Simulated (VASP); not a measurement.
Runs of VASP 6.6.1 on Ir. The structure is that of space group Fm-3m (No. 225), or close to it. The cells are those of the table. 

```tsv
task	cell	cutoff (eV)	gap on the mesh (eV)	pressure (GPa)
single point	a = 2.709 Å, angles 60.0°, 1 atom	520	none	1.0
single point	a = 2.699 Å, angles 60.0°, 1 atom	520	none	5.1
relaxation of cell and atoms	relaxed to 1 GPa from a = 2.709 Å, angles 60.0°, 1 atom	600	none	1.0
single point	a = 2.693 Å, angles 60.0°, 1 atom	520	none	8.2
single point	a = 2.677 Å, angles 60.0°, 1 atom	520	none	(a)
```

Alike in all rows: level PBEsol; potentials or basis VASP PAW PBE potentials, release 64 (Ir); no spin polarisation; k mesh 24 × 24 × 24; smearing fermi-dirac 0.05 eV.

Question: Estimate the missing entries.

Answer: (a) 16.3.

Caveats: the PAW data sets were made with another functional, which shifts forces and pressure a little; spin-orbit coupling is left out, which moves the levels of the heavy elements; the cell stands under pressure (at least some runs); the cell is relaxed towards a set pressure, so the run minimises the enthalpy, not the energy (at least some runs).

A k mesh can miss the band edges, and the runs leave out spin-orbit coupling on Ir.

A gap of «none» marks levels without a gap at the run's occupations.
